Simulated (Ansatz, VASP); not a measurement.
## Two plane-wave programs on TaSi5B2

```
CELL_PARAMETERS angstrom
-3.43319 3.43319 2.47997
3.43319 -3.43319 2.47997
3.43319 3.43319 -2.47997
ATOMIC_POSITIONS crystal
Ta 0.00000 0.00000 0.00000
Si 0.26271 0.26271 0.52542
Si 0.73729 0.73729 0.47458
Si 0.26271 0.73729 0.00000
Si 0.73729 0.26271 0.00000
Si 0.50000 0.50000 0.00000
B 0.50000 0.00000 0.50000
B 0.00000 0.50000 0.50000
```

Alike in both runs: functional PBE; k mesh 4 × 4 × 4; occupations gaussian, width 0.2 eV; no spin polarisation.

Ansatz relaxed the structure, and its values are those at the end. VASP's run is a single point on that final structure, the one shown.

|  | VASP | Ansatz |
| --- | --- | --- |
| version | VASP 6.6.1 | Ansatz 0.2.0 |
| potentials or method | VASP PAW PBE potentials, release 64 (Ta_pv, Si, B), cutoff 500 eV | scalar-relativistic, plane waves, PAW |
| valence electrons in the cell | 37 | 39 |

```tsv
	VASP	Ansatz	Ansatz less VASP
gap on the k mesh at the Fermi level (eV)	none	none	-
pressure (GPa)	0.1	0.2	+0.03
rms of the force components (eV/Å)	0.027	0.030	+0.0035
```

A gap of «none» marks a metal or a gap that the smearing closes. VASP's potentials hold 37 valence electrons a cell and Ansatz's 39, so a difference there can come from the potentials and not from the codes.

The k mesh is coarse, so the values compare programs but aren't converged. Spin-orbit coupling is off throughout.
